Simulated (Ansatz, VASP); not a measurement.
**Two plane-wave programs on AlIn2N3**

File INCAR:

```
PREC     = Accurate       # precision mode
ENCUT    = 520            # plane-wave cutoff, eV
EDIFF    = 1E-7           # SCF threshold, eV
ISMEAR   = 0              # smearing method
SIGMA    = 0.02           # smearing width, eV
LREAL    = False          # projectors in reciprocal space
LASPH    = True           # aspherical terms in the spheres
NELM     = 60             # most SCF steps
ALGO     = Normal         # electronic algorithm
ISIF     = 2              # what is computed and relaxed
LWAVE    = False          # write WAVECAR
LCHARG   = False          # write CHGCAR
GGA      = PE             # functional
NBANDS   = 56             # bands
```

Contents of KPOINTS:

```
regular mesh
0
Gamma
  6 6 6
```

The input POSCAR:

```
AlIn2N3
1.0
    5.0681513077     -2.9169635059      0.0000000000
    5.0681513077      2.9169635059      0.0000000000
    0.0000000000      0.0000000000      5.4177098773
Al In N
2 4 6
Direct
    0.3406891258      0.6593108742      0.9891877879
    0.6593108742      0.3406891258      0.4891877879
    0.9874071606      0.3360504033      0.9871041193
    0.6639495967      0.0125928394      0.9871041193
    0.0125928394      0.6639495967      0.4871041193
    0.3360504033      0.9874071606      0.4871041193
    0.9699099191      0.3323569371      0.3857657678
    0.6676430629      0.0300900809      0.3857657678
    0.0300900809      0.6676430629      0.8857657678
    0.3323569371      0.9699099191      0.8857657678
    0.3689646566      0.6310353434      0.3370724377
    0.6310353434      0.3689646566      0.8370724377
```

Input for Ansatz:

```yaml
crystal:
  lattice:
    - [5.0681513077, -2.9169635059, 0.0]
    - [5.0681513077, 2.9169635059, 0.0]
    - [0.0, 0.0, 5.4177098773]
  atoms:
    - { symbol: Al, position: [0.3406891258, 0.6593108742, 0.9891877879] }
    - { symbol: Al, position: [0.6593108742, 0.3406891258, 0.4891877879] }
    - { symbol: In, position: [0.9874071606, 0.3360504033, 0.9871041193] }
    - { symbol: In, position: [0.6639495967, 0.0125928394, 0.9871041193] }
    - { symbol: In, position: [0.0125928394, 0.6639495967, 0.4871041193] }
    - { symbol: In, position: [0.3360504033, 0.9874071606, 0.4871041193] }
    - { symbol: "N", position: [0.9699099191, 0.3323569371, 0.3857657678] }
    - { symbol: "N", position: [0.6676430629, 0.0300900809, 0.3857657678] }
    - { symbol: "N", position: [0.0300900809, 0.6676430629, 0.8857657678] }
    - { symbol: "N", position: [0.3323569371, 0.9699099191, 0.8857657678] }
    - { symbol: "N", position: [0.3689646566, 0.6310353434, 0.3370724377] }
    - { symbol: "N", position: [0.6310353434, 0.3689646566, 0.8370724377] }
basis:
  ecutwfc: 420
kpoints:
  mp_grid: { grid: [6, 6, 6] }
  band_path: { path: [VBM, CBM], npoints: 2 }
hamiltonian:
  xc: pbe
scf:
  occupations: { method: gaussian, width: 0.02 }
output:
  forces: true
  stress: true
  eigenvalues: true
checkpoint:
  read: start.run
  write: ck
  compress: false
  write_wavefunctions: false
  write_every: 100000
```

Alike in both runs: task single point; functional PBE; k mesh 6 × 6 × 6; occupations gaussian, width 0.02 eV; no spin polarisation.

|  | VASP | Ansatz |
| --- | --- | --- |
| version | VASP 6.6.1 | Ansatz 0.2.0 |
| potentials or method | VASP PAW PBE potentials, release 64 (Al, In_d, N), cutoff 520 eV | scalar-relativistic, plane waves, PAW |
| valence electrons in the cell | 88 | 88 |

```csv
,VASP,Ansatz,Ansatz less VASP
gap on the k mesh at the Fermi level (eV),1.07,1.07,+0.003
least direct gap on the mesh (eV),1.07,1.07,+0.003
pressure (GPa),7.3,7.2,-0.10
"traceless stress, the component that is largest in VASP (GPa)",-0.21,-0.20,+0.006
rms of the force components (eV/Å),0.016,0.003,-0.0131
```

Atom by atom the forces differ by 0.015 eV/Å (rms over components).
